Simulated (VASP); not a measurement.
# Re (Im-3m) in VASP: a series of runs

Runs on Re. Level: r2SCAN. Tasks: relaxation of cell and atoms.

Everything below comes from runs of VASP 6.6.1. Logs are shortened: lines on timing, memory, paths and dates and some standing lists are left out, and cuts for length are marked.

## Step 1: The cell of the first run

It takes space group Im-3m (No. 229, cubic). Conventional cell: a = 3.090 Å, b = 3.090 Å, c = 3.090 Å, α = 90.00°, β = 90.00°, γ = 90.00°. Within 3.5 Å of Re (site symmetry m-3m) lie 14 Re at 2.68 to 3.09 Å.

## Step 2: Relaxation of cell and atoms, r2SCAN

Input file POSCAR:

```
Re
1.0
    1.5450000000      1.5450000000      1.5450000000
   -1.5450000000      1.5450000000      1.5450000000
   -1.5450000000     -1.5450000000      1.5450000000
Re
1
Direct
    0.0000000000      0.0000000000      0.0000000000
```

Input file INCAR.step1:

```
SYSTEM = Re
PREC     = Accurate       ! precision mode
ENCUT    = 600            ! plane-wave cutoff, eV
ISMEAR   = 1              ! smearing method
SIGMA    = 0.05           ! smearing width, eV
LREAL    = .False.        ! projectors in reciprocal space
LASPH    = .True.         ! aspherical terms in the spheres
NELM     = 100            ! most SCF steps
GGA      = PE             ! functional
ALGO     = Normal         ! electronic algorithm
EDIFF    = 1E-4           ! SCF threshold, eV
LWAVE    = .True.         ! write WAVECAR
LCHARG   = .False.        ! write CHGCAR
```

Input file INCAR.step2:

```
SYSTEM = Re
PREC     = Accurate       ! precision mode
ENCUT    = 600            ! plane-wave cutoff, eV
EDIFF    = 1E-6           ! SCF threshold, eV
ISMEAR   = 1              ! smearing method
SIGMA    = 0.05           ! smearing width, eV
LREAL    = .False.        ! projectors in reciprocal space
LASPH    = .True.         ! aspherical terms in the spheres
NELM     = 100            ! most SCF steps
ALGO     = Normal         ! electronic algorithm
ISIF     = 3              ! what is computed and relaxed
LWAVE    = .False.        ! write WAVECAR
LCHARG   = .False.        ! write CHGCAR
METAGGA  = R2SCAN         ! meta-GGA
LMIXTAU  = .True.       
IBRION   = 2              ! ionic algorithm
NSW      = 80             ! ionic steps
EDIFFG   = -0.01          ! ionic threshold
ISTART   = 1
```

Input file KPOINTS:

```
Automatic mesh
0
Gamma
  11 11 11
  0 0 0
```

Potentials or basis: VASP PAW PBE potentials, release 64 (Re).

Started as:

```console
$ cat potpaw_PBE.64/Re/POTCAR > POTCAR
$ cp INCAR.step1 INCAR
$ mpirun -np 1 vasp_std > vasp.out
$ cp INCAR.step2 INCAR
$ mpirun -np 1 vasp_std > vasp.out
```

OUTCAR:

```text
SYSTEM = Re
   PREC = Accurate
   ENCUT = 600
   EDIFF = 1E-6
   ISMEAR = 1
   LREAL = .False.
   LASPH = .True.
   NELM = 100
   ISIF = 3
   METAGGA = R2SCAN
   IBRION = 2
   NSW = 80
   EDIFFG = -0.01
   ISTART = 1

 ion  position               nearest neighbor table
   1  0.000  0.000  0.000-

  LATTYP: Found a body centered cubic cell.
 ALAT       =     3.0900000000

  Lattice vectors:

 A1 = (   1.5450000000,  -1.5450000000,  -1.5450000000)
 A2 = (   1.5450000000,   1.5450000000,   1.5450000000)
 A3 = (  -1.5450000000,  -1.5450000000,   1.5450000000)

Analysis of symmetry for initial positions (statically):
=====================================================================
 Subroutine PRICEL returns:
 Original cell was already a primitive cell.

 Routine SETGRP: Setting up the symmetry group for a
 body centered cubic supercell.

 Subroutine GETGRP returns: Found 48 space group operations
 (whereof 48 operations were pure point group operations)
 out of a pool of 48 trial point group operations.

The static configuration has the point symmetry O_h .

Analysis of symmetry for dynamics (positions and initial velocities):
=====================================================================
 Subroutine PRICEL returns:
 Original cell was already a primitive cell.

 Routine SETGRP: Setting up the symmetry group for a
 body centered cubic supercell.

 Subroutine GETGRP returns: Found 48 space group operations
 (whereof 48 operations were pure point group operations)
 out of a pool of 48 trial point group operations.

The dynamic configuration has the point symmetry O_h .

 Subroutine INISYM returns: Found 48 space group operations
 (whereof 48 operations are pure point group operations),
 and found     1 'primitive' translations

----------------------------------------------------------------------------------------

                                     Primitive cell

  volume of cell :      14.7518

  direct lattice vectors                    reciprocal lattice vectors
     1.545000000  1.545000000  1.545000000     0.323624595  0.000000000  0.323624595
    -1.545000000  1.545000000  1.545000000    -0.323624595  0.323624595  0.000000000
    -1.545000000 -1.545000000  1.545000000     0.000000000 -0.323624595  0.323624595

  length of vectors
     2.676018498  2.676018498  2.676018498     0.457674292  0.457674292  0.457674292

  position of ions in fractional coordinates (direct lattice)
     0.000000000  0.000000000  0.000000000

  ion indices of the primitive-cell ions
   primitive index   ion index
                 1           1

----------------------------------------------------------------------------------------

 KPOINTS: Automatic mesh

Automatic generation of k-mesh.
 Grid dimensions read from file:
 generate k-points for:   11   11   11

 Generating k-lattice:

  Cartesian coordinates                     Fractional coordinates (reciprocal lattice)
     0.029420418  0.000000000  0.029420418     0.090909091  0.000000000  0.000000000
    -0.029420418  0.029420418  0.000000000     0.000000000  0.090909091  0.000000000
     0.000000000 -0.029420418  0.029420418     0.000000000  0.000000000  0.090909091

  Length of vectors
     0.041606754  0.041606754  0.041606754

  Shift w.r.t. Gamma in fractional coordinates (k-lattice)
     0.000000000  0.000000000  0.000000000

 Subroutine IBZKPT returns following result:
 ===========================================

 Found     56 irreducible k-points:

 Following reciprocal coordinates:
            Coordinates               Weight
  0.000000  0.000000  0.000000      1.000000
  0.090909  0.000000  0.000000     12.000000
  0.181818  0.000000  0.000000     12.000000
  0.272727  0.000000  0.000000     12.000000
  0.363636  0.000000  0.000000     12.000000
  0.454545  0.000000  0.000000     12.000000
[... 16 lines left out ...]
  0.363636  0.181818  0.090909     48.000000
  0.454545  0.181818  0.090909     48.000000
 [... further k-points ...]
   k-points           NKPTS =     56   k-points in BZ     NKDIM =     56   number of bands    NBANDS=      7
   number of dos      NEDOS =    301   number of ions     NIONS =      1
   total plane-waves  NPLWV =  13824
   dimension x,y,z NGX =    24 NGY =   24 NGZ =   24
   dimension x,y,z NGXF=    48 NGYF=   48 NGZF=   48
   ions per type =               1
   NGX,Y,Z   is equivalent  to a cutoff of  14.91, 14.91, 14.91 a.u.
   NGXF,Y,Z  is equivalent  to a cutoff of  29.82, 29.82, 29.82 a.u.
 SYSTEM =  Re
   PREC   = accura    normal or accurate (medium, high low for compatibility)
   ISTART =      1    job   : 0-new  1-cont  2-samecut
   ICHARG =      0    charge: 1-file 2-atom 10-const
   ISPIN  =      1    spin polarized calculation?
   LNONCOLLINEAR =      F non collinear calculations
   LSORBIT =      F    spin-orbit coupling
   LASPH  =      T    aspherical Exc in radial PAW
   ENCUT  =  600.0 eV  44.10 Ry    6.64 a.u.   5.34  5.34  5.34*2*pi/ulx,y,z
   NELM   =    100;   NELMIN=  2; NELMDL=  0     # of ELM steps
   EDIFF  = 0.1E-05   stopping-criterion for ELM
   LREAL  =      F    real-space projection
   EDIFFG = -.1E-01   stopping-criterion for IOM
   NSW    =     80    number of steps for IOM
   IBRION =      2    ionic relax: 0-MD 1-quasi-New 2-CG
   NFREE  =      1    steps in history (QN), initial steepest desc. (CG)
   ISIF   =      3    stress and relaxation
   ISYM   =      2    0-nonsym 1-usesym 2-fastsym
   POTIM  = 0.5000    time-step for ionic-motion
   TEBEG  =    0.0;   TEEND  =   0.0 temperature during run
   PSTRESS=    0.0 pullay stress
   NELECT =       7.0000    total number of electrons
   NUPDOWN=      -1.0000    fix difference up-down
   EMIN   =  10.00;   EMAX   =-10.00  energy-range for DOS
   EFERMI =   0.00;   METHOD = LEGACY
   ISMEAR =     1;   SIGMA  =   0.05  broadening in eV -4-tet -1-fermi 0-gaus
   EFERMI_NEDOS =   21; number of points for ismear=-14 and -15
   IALGO  =     38    algorithm
   IMIX   =      4    mixing-type and parameters
     AMIX     =   0.40;   BMIX     =  1.00
     AMIX_MAG =   1.60;   BMIX_MAG =  1.00
  volume/ion in A,a.u.               =      14.75        99.55
  Fermi-wavevector in a.u.,A,eV,Ry     =   1.276906  2.413003 22.184159  1.630490
  Thomas-Fermi vector in A             =   2.409536
   LORBIT       =      0    0 simple, 1 ext, 2 COOP (PROOUT), +10 PAW based schemes
   METAGGA = R2SCAN    functional components
   LHFCALC =     F    Hartree Fock is set to
   AEXX    =    0.0000 exact exchange contribution
   IVDW    =     0    specifies the selected vdW correction
   LEPSILON=     F    determine dielectric tensor
   LRPA    =     F    only Hartree local field effects (RPA)
 conjugate gradient relaxation of ions
 non-spin polarized calculation
 Methfessel and Paxton  Order N= 1 SIGMA  =   0.05
  energy-cutoff  :      600.00
  volume of cell :       14.75
 maximum number of plane-waves:       531
 NGX is ok and might be reduce to    24
   NGX = 11   NGY = 11   NGZ = 11

--------------------------------------- Ionic step        1  -------------------------------------------

 number of electron       7.0000000 magnetization

 Free energy of the ion-electron system (eV)
  ---------------------------------------------------
  ext. energy  EPLUGINS =         0.00000000
  ---------------------------------------------------
  free energy    TOTEN  =       -52.16970407 eV

  energy without entropy =      -52.16974190  energy(sigma->0) =      -52.16971668

------------------------ aborting loop because EDIFF is reached ----------------------------------------

  FORCE on cell =-STRESS in cart. coord.  units (eV):
  Direction    XX          YY          ZZ          XY          YZ          ZX
  --------------------------------------------------------------------------------------
  -------------------------------------------------------------------------------------
  Total        0.2333850      0.2333850      0.2333850     -0.0000000      0.0000000      0.0000000
  in kB       25.3476713     25.3476713     25.3476713     -0.0000000      0.0000000      0.0000000
  external PRESSURE =      25.3476713 kB  Pullay stress =       0.0000000 kB

 VOLUME and BASIS-vectors are now :
 -----------------------------------------------------------------------------
  energy-cutoff  :      600.00
  volume of cell :       14.75
      direct lattice vectors                 reciprocal lattice vectors
     1.545000000  1.545000000  1.545000000     0.323624595  0.000000000  0.323624595
    -1.545000000  1.545000000  1.545000000    -0.323624595  0.323624595  0.000000000
    -1.545000000 -1.545000000  1.545000000     0.000000000 -0.323624595  0.323624595
[... 36 lines left out ...]
 POSITION                                       TOTAL-FORCE (eV/Angst)
 -----------------------------------------------------------------------------------
     -0.00000      3.12479      3.12479         0.000000     -0.000000     -0.000000
 -----------------------------------------------------------------------------------
    total drift:                                0.000000      0.000000     -0.000000

  FREE ENERGIE OF THE ION-ELECTRON SYSTEM (eV)
  ---------------------------------------------------
  free  energy   TOTEN  =       -52.1575345003 eV

  energy  without entropy=      -52.1573866015  energy(sigma->0) =      -52.15748520

--------------------------------------- Ionic step        3  -------------------------------------------

 number of electron       7.0000000 magnetization

 Free energy of the ion-electron system (eV)
  ---------------------------------------------------
  ext. energy  EPLUGINS =         0.00000000
  ---------------------------------------------------
  free energy    TOTEN  =       -52.17045018 eV

  energy without entropy =      -52.17044989  energy(sigma->0) =      -52.17045008

 E-fermi :   8.6127     XC(G=0): -14.9303

 val. band max:        8.5876303972   @ k =   0.3636   0.0909   0.0909
 cond. band min:       8.6362005878   @ k =   0.2727   0.1818   0.1818
 fundamental gap:      0.0485701906
 Fermi energy:         8.6126846313

 k-point     1 :       0.0000    0.0000    0.0000
  band No.  band energies     occupation
      1      -2.7054      2.00000
      2       5.6839      2.00000
      3       5.6839      2.00000
      4       5.6839      2.00000
      5       9.4819     -0.00000
      6       9.4819     -0.00000
      7      24.8180      0.00000

 k-point     2 :       0.0909    0.0000    0.0000
  band No.  band energies     occupation
      1      -2.2889      2.00000
      2       5.4532      2.00000
      3       5.6375      2.00000
      4       6.0854      2.00000
      5       9.1554     -0.00000
      6       9.4923     -0.00000
      7      25.1160      0.00000
[... 201 lines left out ...]
 k-point    23 :       0.3636    0.1818    0.0909
  band No.  band energies     occupation
      1       1.5035      2.00000
      2       4.3476      2.00000
      3       5.0771      2.00000
      4       7.7439      2.00000
      5      10.0620      0.00000
      6      11.0148      0.00000
      7      22.4725      0.00000

 k-point    24 :       0.4545    0.1818    0.0909
  band No.  band energies     occupation
      1       1.7334      2.00000
      2       4.1692      2.00000
      3       5.3495      2.00000
      4       8.2834      2.00000
      5      10.9235      0.00000
      6      13.0601      0.00000
      7      20.0717      0.00000

 [... further k-points ...]
[... 5 lines left out ...]
  --------------------------------------------------------------------------------------
  -------------------------------------------------------------------------------------
  Total        0.0003426      0.0003426      0.0003426      0.0000000      0.0000000     -0.0000000
  in kB        0.0369715      0.0369715      0.0369715      0.0000000      0.0000000     -0.0000000
  external PRESSURE =       0.0369715 kB  Pullay stress =       0.0000000 kB

 VOLUME and BASIS-vectors are now :
 -----------------------------------------------------------------------------
  energy-cutoff  :      600.00
  volume of cell :       14.85
      direct lattice vectors                 reciprocal lattice vectors
     1.548350372  1.548350372  1.548350372     0.322924326  0.000000000  0.322924326
    -1.548350372  1.548350372  1.548350372    -0.322924326  0.322924326  0.000000000
    -1.548350372 -1.548350372  1.548350372     0.000000000 -0.322924326  0.322924326

 POSITION                                       TOTAL-FORCE (eV/Angst)
 -----------------------------------------------------------------------------------
     -0.00000     -0.00000      0.00000        -0.000000      0.000000      0.000000
 -----------------------------------------------------------------------------------
    total drift:                                0.000000     -0.000000      0.000000

  FREE ENERGIE OF THE ION-ELECTRON SYSTEM (eV)
  ---------------------------------------------------
  free  energy   TOTEN  =       -52.1704501819 eV

  energy  without entropy=      -52.1704498892  energy(sigma->0) =      -52.17045008

 reached required accuracy - stopping structural energy minimisation
```

Run time: 27 s. Hardware: 1 thread of Intel Xeon 6975P-C (Granite Rapids), shared host; peak memory 0.16 GiB.

What came out:

```yaml
Free_energy: -52.1705 eV
Relaxed_volume: 14.85 Å³/atom
Relaxed_cell: a = 2.682 Å, b = 2.682 Å, c = 2.682 Å, α = 70.53°, β = 109.47°, γ = 70.53°
Space_group_after_relaxing_to_0.05_Å: Im-3m (No. 229)
Energy_gained_by_relaxing: 0.7 meV/atom
Ionic_steps: 3
Pressure_after_relaxing: 0.0 GPa
```

Step by step:
| step | energy change (eV) | largest force (eV/Å) | pressure (GPa) | volume (Å³) |
| --- | --- | --- | --- | --- |
| 1 | 0.0000 | 0.0000 | 2.53 | 14.75 |
| 2 | 0.0122 | 0.0000 | -9.84 | 15.26 |
| 3 | -0.0007 | 0.0000 | 0.00 | 14.85 |

Final structure:
```cif
data_structure
_symmetry_space_group_name_H-M 'P 1'
_symmetry_Int_Tables_number 1
_cell_length_a 2.6818
_cell_length_b 2.6818
_cell_length_c 2.6818
_cell_angle_alpha 70.529
_cell_angle_beta 109.471
_cell_angle_gamma 70.529
_cell_volume 14.85
loop_
_atom_site_label
_atom_site_type_symbol
_atom_site_fract_x
_atom_site_fract_y
_atom_site_fract_z
_atom_site_occupancy
Re1 Re 0.00000 0.00000 0.00000 1
```

Caveat: the PAW data sets were made with another functional, which shifts forces and pressure a little; spin-orbit coupling is left out, which moves the levels of the heavy elements.

## Step 3: Relaxation of cell and atoms, r2SCAN

This run uses another cell than the first one, of 14.84 Å³/atom, 1.006 times its volume.

Input file POSCAR:

```
Re
1.0
    1.5480756002      1.5480756002      1.5480756002
   -1.5480756002      1.5480756002      1.5480756002
   -1.5480756002     -1.5480756002      1.5480756002
Re
1
Direct
    0.0000000000      0.0000000000      0.0000000000
```

Input file INCAR.step1:

```
SYSTEM = Re
PREC = Accurate ; ENCUT = 600
ISMEAR = 1 ; SIGMA = 0.05
LREAL = .False. ; LASPH = .True.
NELM = 60 ; GGA = PE
ALGO = Normal ; EDIFF = 1E-4
LWAVE = .True. ; LCHARG = .False.
```

Input file INCAR.step2:

```
SYSTEM = Re
PREC = Accurate ; ENCUT = 600
EDIFF = 1E-6 ; ISMEAR = 1
SIGMA = 0.05 ; LREAL = .False.
LASPH = .True. ; NELM = 60
ALGO = Normal ; ISIF = 3
LWAVE = .False. ; LCHARG = .False.
METAGGA = R2SCAN ; LMIXTAU = .True.
IBRION = 2 ; NSW = 80
EDIFFG = -0.01 ; ISTART = 1
```

KPOINTS is that of step 2.

Potentials or basis: VASP PAW PBE potentials, release 64 (Re).

Started as:

```console
$ cat potpaw_PBE.64/Re/POTCAR > POTCAR
$ cp INCAR.step1 INCAR
$ mpirun -np 1 vasp_std > vasp.out
$ cp INCAR.step2 INCAR
$ mpirun -np 1 vasp_std > vasp.out
```

Wall time 23 s (1 thread of Intel Xeon 6975P-C (Granite Rapids), shared host); peak memory 0.15 GiB.

The run converged. Its results:

```
Free energy                            : -52.1705 eV
Relaxed volume                         : 14.85 Å³/atom
Relaxed cell                           : a = 2.682 Å, b = 2.682 Å, c = 2.682 Å, α = 70.53°, β = 109.47°, γ = 70.53°
Space group after relaxing (to 0.05 Å) : Im-3m (No. 229)
Energy gained by relaxing              : 0.0 meV/atom
Ionic steps                            : 3
Pressure after relaxing                : 0.0 GPa
```

Final structure:
```
CELL_PARAMETERS angstrom
1.54833 1.54833 1.54833
-1.54833 1.54833 1.54833
-1.54833 -1.54833 1.54833
ATOMIC_POSITIONS crystal
Re 0.00000 0.00000 0.00000
```

Levels at points of the mesh, in eV from the Fermi level:
```tsv
k point	band 1	band 2	band 3	band 4	band 5	band 6	band 7
(0.00, 0.00, 0.00)	-11.32	-2.93	-2.93	-2.93	0.87	0.87	16.21
```

Caveat: the PAW data sets were made with another functional, which shifts forces and pressure a little; spin-orbit coupling is left out, which moves the levels of the heavy elements.
